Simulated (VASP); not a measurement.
# Ca3As (P6/mmm) in VASP: a series of runs

Runs on Ca3As. Level: PBE. Tasks: single point.

Everything below comes from runs of VASP 6.6.1. Logs are shortened: lines on timing, memory, paths and dates and some standing lists are left out, and cuts for length are marked.

**1. The cell of the first run**

It takes space group P6/mmm (No. 191, hexagonal). The conventional cell has a = 6.474 Å, b = 6.474 Å, c = 3.287 Å, α = 90.00°, β = 90.00°, γ = 120.00°. Within 4.3 Å of Ca (site symmetry mmm) lie 6 Ca at 3.24 to 3.29 Å and 4 As at 3.63 Å. Within 4.3 Å of As (site symmetry 6/mmm) lie 2 As at 3.29 Å and 12 Ca at 3.63 Å.

The cell was generated, and may not be a known phase.

**2. Single point, PBE**

File INCAR:

```
SYSTEM = Ca3As
ALGO     = Normal         ! electronic algorithm
EDIFF    = 1E-6           ! SCF threshold, eV
ENCUT    = 520            ! plane-wave cutoff, eV
GGA      = PE             ! functional
ISIF     = 2              ! what is computed and relaxed
ISMEAR   = 0              ! smearing method
LASPH    = .True.         ! aspherical terms in the spheres
LCHARG   = .False.        ! write CHGCAR
LREAL    = .False.        ! projectors in reciprocal space
LWAVE    = .False.        ! write WAVECAR
NBANDS   = 26             ! bands
NELM     = 80             ! most SCF steps
PREC     = Accurate       ! precision mode
SIGMA    = 0.1            ! smearing width, eV
```

File KPOINTS:

```
k-points
0
Gamma
  3 3 6
  0 0 0
```

File POSCAR:

```
Ca3As
1.0
    6.4735616067      0.0000000000      0.0000000000
   -3.2367808034      5.6062688043      0.0000000000
    0.0000000000      0.0000000000      3.2868177651
Ca As
3 1
Direct
    0.5000000000      0.0000000000      0.0000000000
    0.0000000000      0.5000000000      0.0000000000
    0.5000000000      0.5000000000      0.0000000000
    0.0000000000      0.0000000000      0.5000000000
```

Potentials or basis: VASP PAW PBE potentials, release 64 (Ca_sv, As).

Started as:

```sh
cat potpaw_PBE.64/Ca_sv/POTCAR potpaw_PBE.64/As/POTCAR > POTCAR
mpirun -np 1 vasp_std > vasp.out
```

OUTCAR:

```text
SYSTEM = Ca3As
   EDIFF = 1E-6
   ENCUT = 520
   GGA = PE
   ISIF = 2
   ISMEAR = 0
   LASPH = .True.
   LREAL = .False.
   NELM = 80
   PREC = Accurate

 ion  position               nearest neighbor table
   1  0.500  0.000  0.000-
   2  0.000  0.500  0.000-
   3  0.500  0.500  0.000-
   4  0.000  0.000  0.500-

  LATTYP: Found a hexagonal cell.
 ALAT       =     6.4735616067
 C/A-ratio  =     0.5077294332

  Lattice vectors:

 A1 = (   6.4735616067,   0.0000000000,   0.0000000000)
 A2 = (  -3.2367808034,   5.6062688043,   0.0000000000)
 A3 = (   0.0000000000,   0.0000000000,   3.2868177651)

Analysis of symmetry for initial positions (statically):
=====================================================================
 Subroutine PRICEL returns:
 Original cell was already a primitive cell.

 Routine SETGRP: Setting up the symmetry group for a
 hexagonal supercell.

 Subroutine GETGRP returns: Found 24 space group operations
 (whereof 24 operations were pure point group operations)
 out of a pool of 24 trial point group operations.

The static configuration has the point symmetry D_6h.

Analysis of symmetry for dynamics (positions and initial velocities):
=====================================================================
 Subroutine PRICEL returns:
 Original cell was already a primitive cell.

 Routine SETGRP: Setting up the symmetry group for a
 hexagonal supercell.

 Subroutine GETGRP returns: Found 24 space group operations
 (whereof 24 operations were pure point group operations)
 out of a pool of 24 trial point group operations.

The dynamic configuration has the point symmetry D_6h.

 Subroutine INISYM returns: Found 24 space group operations
 (whereof 24 operations are pure point group operations),
 and found     1 'primitive' translations

----------------------------------------------------------------------------------------

                                     Primitive cell

  volume of cell :     119.2869

  direct lattice vectors                    reciprocal lattice vectors
     6.473561607  0.000000000  0.000000000     0.154474470  0.089185877  0.000000000
    -3.236780803  5.606268804  0.000000000     0.000000000  0.178371754  0.000000000
     0.000000000  0.000000000  3.286817765     0.000000000  0.000000000  0.304245648
[... 71 lines left out ...]
   LSORBIT =      F    spin-orbit coupling
   LASPH  =      T    aspherical Exc in radial PAW
   ENCUT  =  520.0 eV  38.22 Ry    6.18 a.u.  12.04 12.04  6.11*2*pi/ulx,y,z
   NELM   =     80;   NELMIN=  2; NELMDL= -5     # of ELM steps
   EDIFF  = 0.1E-05   stopping-criterion for ELM
   LREAL  =      F    real-space projection
   EDIFFG = 0.1E-04   stopping-criterion for IOM
   NSW    =      0    number of steps for IOM
   IBRION =     -1    ionic relax: 0-MD 1-quasi-New 2-CG
   NFREE  =      0    steps in history (QN), initial steepest desc. (CG)
   ISIF   =      2    stress and relaxation
   ISYM   =      2    0-nonsym 1-usesym 2-fastsym
   POTIM  = 0.5000    time-step for ionic-motion
   TEBEG  =    0.0;   TEEND  =   0.0 temperature during run
   PSTRESS=    0.0 pullay stress
   NELECT =      35.0000    total number of electrons
   NUPDOWN=      -1.0000    fix difference up-down
   EMIN   =  10.00;   EMAX   =-10.00  energy-range for DOS
   EFERMI =   0.00;   METHOD = LEGACY
   ISMEAR =     0;   SIGMA  =   0.10  broadening in eV -4-tet -1-fermi 0-gaus
   EFERMI_NEDOS =   21; number of points for ismear=-14 and -15
   IALGO  =     38    algorithm
   IMIX   =      4    mixing-type and parameters
     AMIX     =   0.40;   BMIX     =  1.00
     AMIX_MAG =   1.60;   BMIX_MAG =  1.00
  volume/ion in A,a.u.               =      29.82       201.25
  Fermi-wavevector in a.u.,A,eV,Ry     =   1.087844  2.055727 16.101193  1.183404
  Thomas-Fermi vector in A             =   2.224012
   LORBIT       =      0    0 simple, 1 ext, 2 COOP (PROOUT), +10 PAW based schemes
   GGA     = PE    functional components
   LHFCALC =     F    Hartree Fock is set to
   AEXX    =    0.0000 exact exchange contribution
   IVDW    =     0    specifies the selected vdW correction
   LEPSILON=     F    determine dielectric tensor
   LRPA    =     F    only Hartree local field effects (RPA)
 non-spin polarized calculation
 Gauss-broadening in eV      SIGMA  =   0.10
  energy-cutoff  :      520.00
  volume of cell :      119.29
 maximum number of plane-waves:      3240
   NGX = 25   NGY = 25   NGZ = 13

 number of electron      35.0000009 magnetization

 Free energy of the ion-electron system (eV)
  ---------------------------------------------------
  ext. energy  EPLUGINS =         0.00000000
  ---------------------------------------------------
  free energy    TOTEN  =       -10.50392812 eV

  energy without entropy =      -10.47667475  energy(sigma->0) =      -10.49030144

 E-fermi :   3.3725     XC(G=0):  -8.8229

 val. band max:        3.3558299463   @ k =   0.3333   0.0000   0.5000
 cond. band min:       3.4017655842   @ k =   0.3333   0.0000   0.1667
 fundamental gap:      0.0459356379
 Fermi energy:         3.3725437631

 k-point     1 :       0.0000    0.0000    0.0000
  band No.  band energies     occupation
      1     -38.3125      2.00000
      2     -38.2397      2.00000
      3     -38.2397      2.00000
      4     -19.6365      2.00000
      5     -19.4603      2.00000
      6     -19.4603      2.00000
[... 337 lines left out ...]
     25       6.1774      0.00000
     26       6.1782      0.00000

------------------------ aborting loop because EDIFF is reached ----------------------------------------

  FORCE on cell =-STRESS in cart. coord.  units (eV):
  Direction    XX          YY          ZZ          XY          YZ          ZX
  --------------------------------------------------------------------------------------
  -------------------------------------------------------------------------------------
  Total        0.2952497      0.2952497     -0.2137175     -0.0000000      0.0000000      0.0000000
  in kB        3.9655844      3.9655844     -2.8705015     -0.0000000      0.0000000      0.0000000
  external PRESSURE =       1.6868891 kB  Pullay stress =       0.0000000 kB

 VOLUME and BASIS-vectors are now :
 -----------------------------------------------------------------------------
  energy-cutoff  :      520.00
  volume of cell :      119.29
      direct lattice vectors                 reciprocal lattice vectors
     6.473561607  0.000000000  0.000000000     0.154474470  0.089185877  0.000000000
    -3.236780803  5.606268804  0.000000000     0.000000000  0.178371754  0.000000000
     0.000000000  0.000000000  3.286817765     0.000000000  0.000000000  0.304245648

 POSITION                                       TOTAL-FORCE (eV/Angst)
 -----------------------------------------------------------------------------------
      3.23678      0.00000      0.00000         0.000000      0.000000      0.000000
     -1.61839      2.80313      0.00000         0.000000      0.000000      0.000000
      1.61839      2.80313      0.00000        -0.000000      0.000000      0.000000
      0.00000      0.00000      1.64341         0.000000      0.000000      0.000000
 -----------------------------------------------------------------------------------
    total drift:                               -0.000000      0.000000      0.000000

  FREE ENERGIE OF THE ION-ELECTRON SYSTEM (eV)
  ---------------------------------------------------
  free  energy   TOTEN  =       -10.5039281225 eV

  energy  without entropy=      -10.4766747531  energy(sigma->0) =      -10.49030144
```

Run time: 41 s. Hardware: 1 thread of Intel Xeon 8259CL, shared host; peak memory 0.23 GiB.

What came out:

| Item | Value |
| --- | --- |
| Free energy | -10.5039 eV |
| Pressure | 0.2 GPa |
| Band gap on the k mesh | zero (an odd number of electrons rules out a gap without spin polarisation) |

Stress tensor (GPa, compression positive):
```
 0.40  0.00  0.00
 0.00  0.40  0.00
 0.00  0.00 -0.29
```

Caveat: the k points lie up to 0.37 Å⁻¹ apart, too coarse for converged energies and pressures of a metal.

**3. Single point, PBE**

This run uses another cell than the first one, of 23.29 Å³/atom.

File INCAR:

```
ALGO = Fast
EDIFF = 1E-6
ENCUT = 520
GGA = PE
ISIF = 2
ISMEAR = 0
LASPH = T
LCHARG = T
LELF = T
LREAL = F
LVHAR = T
LWAVE = F
NBANDS = 26
NELM = 80
PREC = Accurate
SIGMA = 0.1
```

File KPOINTS:

```
k-points
0
Gamma
  6 6 4
```

File POSCAR:

```
Ca3As
1.0
    5.1525165800      0.0000000000      0.0000000000
   -2.5762582900      4.4622102500      0.0000000000
    0.0000000000      0.0000000000      4.0517577300
Ca As
3 1
Direct
    0.5000000000      0.0000000000      0.0000000000
    0.0000000000      0.5000000000      0.0000000000
    0.5000000000      0.5000000000      0.0000000000
    0.0000000000      0.0000000000      0.5000000000
```

Potentials or basis: VASP PAW PBE potentials, release 64 (Ca_sv, As).

Started as:

```sh
cat potpaw_PBE.64/Ca_sv/POTCAR potpaw_PBE.64/As/POTCAR > POTCAR
mpirun -np 1 vasp_std > vasp.out
```

Wall time 1.7 min (1 thread of Intel Xeon 8259CL, shared host); peak memory 0.23 GiB.

The run converged. Its results:

| Quantity | Value |
| --- | --- |
| Free energy | -6.9520 eV |
| Pressure | 9.4 GPa |
| Band gap on the k mesh | zero (an odd number of electrons rules out a gap without spin polarisation) |

Stress tensor (GPa, compression positive):
```
 20.29   0.00   0.00
  0.00  20.29   0.00
  0.00   0.00 -12.31
```

Levels at points of the mesh, in eV from the Fermi level:
```csv
k point,band 14,band 15,band 16,band 17,band 18,band 19,band 20,band 21,band 22,band 23
"(0.00, 0.00, 0.00)",-2.43,-1.80,-1.80,-0.83,-0.43,-0.11,0.09,0.09,0.26,1.41
"(0.50, 0.00, 0.00)",-4.06,-2.49,-1.62,-0.13,0.00,0.51,0.96,1.78,2.46,2.65
"(0.00, 0.00, 0.50)",-4.76,-2.62,-2.62,-1.71,-1.36,0.35,0.35,0.97,2.85,4.39
"(0.50, 0.00, 0.50)",-3.76,-2.85,-2.34,-0.83,-0.29,0.39,2.10,2.19,2.37,2.54
```

Caveat: the k points lie up to 0.39 Å⁻¹ apart, too coarse for converged energies and pressures of a metal.

The gap in the log of VASP goes by the Fermi energy; the results here count the filled bands.